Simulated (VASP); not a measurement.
Write the native input for VASP 6.6.1 that does the following.

```
Task                               : single point
Functional                         : HSE06
Potentials or basis                : VASP PAW PBE potentials, release 64 (Ga_d, Sb)
Cutoff                             : 520 eV
k mesh                             : 4 × 4 × 4
Occupations                        : methfessel-paxton, width 0.05 eV
Spin                               : no spin polarisation
Dipole correction                  : no
Grid for exact exchange (PRECFOCK) : Normal
Further INCAR settings             : ALGO = Normal; EDIFF = 1e-06; NBANDS = 16
Screening parameter                : 0.2079 1/Å
```

GaSb:

```
CELL_PARAMETERS angstrom
0.00000 3.06588 3.06588
3.06588 0.00000 3.06588
3.06588 3.06588 0.00000
ATOMIC_POSITIONS crystal
Ga 0.00000 0.00000 0.00000
Sb 0.25000 0.25000 0.25000
```

The input as run:

POSCAR

```
GaSb
1.0
    0.0000000000      3.0658848221      3.0658848221
    3.0658848221      0.0000000000      3.0658848221
    3.0658848221      3.0658848221      0.0000000000
Ga Sb
1 1
Direct
    0.0000000000      0.0000000000      0.0000000000
    0.2500000000      0.2500000000      0.2500000000
```

INCAR.step1

```
SYSTEM = GaSb
PREC = Accurate
ENCUT = 520
EDIFF = 1E-5
ISMEAR = 1
SIGMA = 0.05
LREAL = .FALSE.
LASPH = .TRUE.
NELM = 100
ALGO = Normal
ISIF = 2
LWAVE = .TRUE.
LCHARG = .FALSE.
GGA = PE
NBANDS = 16
```

INCAR.step2

```
SYSTEM = GaSb
PREC = Accurate
ENCUT = 520
EDIFF = 1E-6
ISMEAR = 1
SIGMA = 0.05
LREAL = .FALSE.
LASPH = .TRUE.
NELM = 100
ALGO = Normal
ISIF = 2
LWAVE = .FALSE.
LCHARG = .FALSE.
GGA = PE
LHFCALC = .TRUE.
HFSCREEN = 0.2079
PRECFOCK = Normal
ISTART = 1
NBANDS = 16
```

KPOINTS

```
Automatic mesh
0
G
  4 4 4
  0 0 0
```

Potentials or basis: VASP PAW PBE potentials, release 64 (Ga_d, Sb).

Command:

```bash
$ cat potpaw_PBE.64/Ga_d/POTCAR potpaw_PBE.64/Sb/POTCAR > POTCAR
$ cp INCAR.step1 INCAR
$ mpirun -np 1 vasp_std > vasp.out
$ cp INCAR.step2 INCAR
$ mpirun -np 1 vasp_std > vasp.out
```

Results of the run:

The pressure is -0.1 GPa and the band gap on the k mesh is 0.85 eV, direct.

Caveat: the k points lie up to 0.44 Å⁻¹ apart; the PAW data sets were made with another functional, which shifts forces and pressure a little; spin-orbit coupling is left out, which moves the levels of the heavy elements.

Wall time 5.9 min on 1 thread of Intel(R) Xeon(R) 6975P-C (Granite Rapids), on a shared host, peak memory 0.3 GiB.
